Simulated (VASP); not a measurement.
The system is SiC.

```
Si C
1.0
     3.01385    0.00000    0.00000
    -1.50692    2.61007    0.00000
     0.00000    0.00000    4.94715
Si C
2 2
Cartesian
  0.0000 1.7400 -0.0017
  1.5069 0.8700 2.4718
  0.0000 1.7400 1.8569
  1.5069 0.8700 4.3305
```

This cell differs from its parent crystal: strain -2.0%.

Base run:

- Program: VASP 6.6.1
- Functional: PBE
- Potentials or basis: VASP PAW PBE potentials, release 64 (Si, C)
- Cutoff: 520 eV
- k mesh: 6 × 6 × 4
- Occupations: gaussian, width 0.01 eV
- Spin: no spin polarisation

Its results: band gap on the k mesh 2.15 eV, indirect (least direct gap 4.09 eV); pressure 18.9 GPa; largest force 0.005 eV/Å.

The run is repeated on the same cell with these changes: functional from PBE to HSE06; further incar settings from ALGO = Normal; EDIFF = 1e-06; NBANDS = 16 to ALGO = Normal; EDIFF = 1e-07; NBANDS = 16. What comes out?

Band gap on the k mesh 3.06 eV, indirect (least direct gap 5.21 eV); pressure 13.9 GPa; largest force 0.020 eV/Å.

Caveats: the PAW data sets were made with another functional, which shifts forces and pressure a little (some runs).

A k mesh can miss the band edges.
